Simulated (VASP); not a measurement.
Here is a VASP 6.6.1 calculation.

The input INCAR:

```
SYSTEM = C
  ALGO = Normal
  EDIFF = 1E-7
  ENCUT = 520
  GGA = PE
  ISIF = 2
  ISMEAR = -1
  LASPH = .True.
  LCHARG = .False.
  LREAL = .False.
  LWAVE = .False.
  NBANDS = 36
  NELM = 100
  PREC = Accurate
  SIGMA = 0.05
```

The input KPOINTS:

```
k-points
0
Gamma
  12 12 3
  0 0 0
```

The input POSCAR:

```
C
1.0
    2.5552893324      0.0000000000      0.0000000000
   -1.2776446662      2.2129454759      0.0000000000
    0.0000000000      0.0000000000     12.5182936458
C
12
Direct
    0.6666666667      0.3333333333      0.3541700000
    0.3333333333      0.6666666667      0.8541700000
    0.6666666667      0.3333333333      0.1458300000
    0.3333333333      0.6666666667      0.6458300000
    0.6666666667      0.3333333333      0.4791700000
    0.3333333333      0.6666666667      0.9791700000
    0.6666666667      0.3333333333      0.0208300000
    0.3333333333      0.6666666667      0.5208300000
    0.0000000000      0.0000000000      0.8125000000
    0.0000000000      0.0000000000      0.3125000000
    0.0000000000      0.0000000000      0.6875000000
    0.0000000000      0.0000000000      0.1875000000
```

Potentials or basis: VASP PAW PBE potentials, release 64 (C).

Command:

```console
$ cat potpaw_PBE.64/C/POTCAR > POTCAR
$ mpirun -np 1 vasp_std > vasp.out
```

(1) What does it give for the largest force?

(2) Predict the band gap on the k mesh.

## Answers

(1) 0.311 eV/Å.

(2) 4.28 eV (least direct gap 5.21 eV).

Caveat: the cell stands under tension; an odd mesh through Γ misses points on the zone boundary, where band edges can lie.
